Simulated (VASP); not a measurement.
Write the native input for VASP 6.6.1 that does the following.

```
Task                   : electric field gradients
Functional             : LDA
Potentials or basis    : VASP PAW LDA potentials, release 64 (In_d)
Cutoff                 : 520 eV
k mesh                 : 14 × 14 × 14
Occupations            : fermi-dirac, width 0.05 eV
Spin                   : no spin polarisation
Dipole correction      : no
Further INCAR settings : ALGO = Normal; EDIFF = 1e-08; NBANDS = 12
```

The structure of In lies in POSCAR:

```
In
1.0
   -1.6315525314      1.6315525314      2.4821691634
    1.6315525314     -1.6315525314      2.4821691634
    1.6315525314      1.6315525314     -2.4821691634
In
1
Direct
    0.0000000000      0.0000000000      0.0000000000
```

The input as run:

INCAR

```
SYSTEM = In
PREC = Accurate ; ENCUT = 520
EDIFF = 1E-8 ; ISMEAR = -1
SIGMA = 0.05 ; LREAL = .False.
LASPH = .True. ; NELM = 100
ALGO = Normal ; ISIF = 2
LWAVE = .False. ; LCHARG = .False.
GGA = CA ; LEFG = .True.
NBANDS = 12
```

KPOINTS

```
Automatic mesh
0
Gamma
  14 14 14
  0 0 0
```

Potentials or basis: VASP PAW LDA potentials, release 64 (In_d).

Run with:

```sh
$ cat potpaw_LDA.64/In_d/POTCAR > POTCAR
$ mpirun -np 1 vasp_std > vasp.out
```

It gave:

```yaml
Pressure: -3.0 GPa
Band_gap_on_the_k_mesh: zero (an odd number of electrons rules out a gap without spin polarisation)
Largest_electric_field_gradient_by_atom: In +21.6 V/Å²
```

Caveat: the cell stands under tension; without QUAD_EFG the Cq values of the log hold for a quadrupole moment of 1 mb, not for the nuclei; spin-orbit coupling is left out, which moves the levels of the heavy elements.

It took 87 s on 1 thread of Intel(R) Xeon(R) 6975P-C (Granite Rapids), with other jobs on the host, peak memory 0.19 GiB.
